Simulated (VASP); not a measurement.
A run of VASP 6.6.1 is set up as follows.

INCAR

```
SYSTEM = ZnSe
PREC = Accurate ; ENCUT = 520
EDIFF = 1E-7 ; ISMEAR = -1
SIGMA = 0.02 ; LREAL = .False.
LASPH = .True. ; NELM = 60
ALGO = Normal ; ISIF = 2
LWAVE = .False. ; LCHARG = .False.
NBANDS = 26
```

File KPOINTS:

```
Automatic mesh
0
Gamma
  7 5 7
  0 0 0
```

File POSCAR:

```
ZnSe
1.0
   -2.7838988342      2.7838988342      0.0000000000
    0.0000000000      0.0000000000      5.5677976685
    2.7838988342      2.7838988342      0.0000000000
Zn Se
2 2
Direct
    0.0000000000      0.0000000000      0.0000000000
    0.5000000000      0.5000000000      0.5000000000
    0.0000000000      0.2500000000      0.5000000000
    0.5000000000      0.7500000000      0.0000000000
```

Potentials or basis: VASP PAW LDA potentials, release 64 (Zn, Se).

Command:

```console
$ cat potpaw_LDA.64/Zn/POTCAR potpaw_LDA.64/Se/POTCAR > POTCAR
$ mpirun -np 1 vasp_std > vasp.out
```

Task: Predict the band gap on the k mesh.

Result: 1.29 eV.

Task: Estimate the pressure.

Result: 0.4 GPa.

Expect the measured gap to be larger: semilocal functionals such as LDA lack the derivative discontinuity.
